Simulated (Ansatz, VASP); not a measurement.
**NaCl: VASP beside Ansatz**

```
CELL_PARAMETERS angstrom
0.00000 2.79406 2.79406
2.79406 0.00000 2.79406
2.79406 2.79406 0.00000
ATOMIC_POSITIONS crystal
Cl 0.50000 0.50000 0.50000
Na 0.00000 0.00000 0.00000
```

Alike in both runs: task single point; functional PBE; k mesh 8 × 8 × 8; occupations gaussian, width 0.021 eV; no spin polarisation.

|  | VASP | Ansatz |
| --- | --- | --- |
| version | VASP 6.6.1 | Ansatz 0.2.0 |
| potentials or method | VASP PAW PBE potentials, release 64 (Cl, Na_pv), cutoff 500 eV | all-electron LAPW, scalar-relativistic |

```tsv
	VASP	Ansatz	Ansatz less VASP
gap on the k mesh at the Fermi level (eV)	5.22	5.22	+0.001
least direct gap on the mesh (eV)	5.22	5.22	+0.001
pressure (GPa)	1.5	1.6	+0.07
```

Ansatz ran all-electron here, and VASP with PAW potentials.
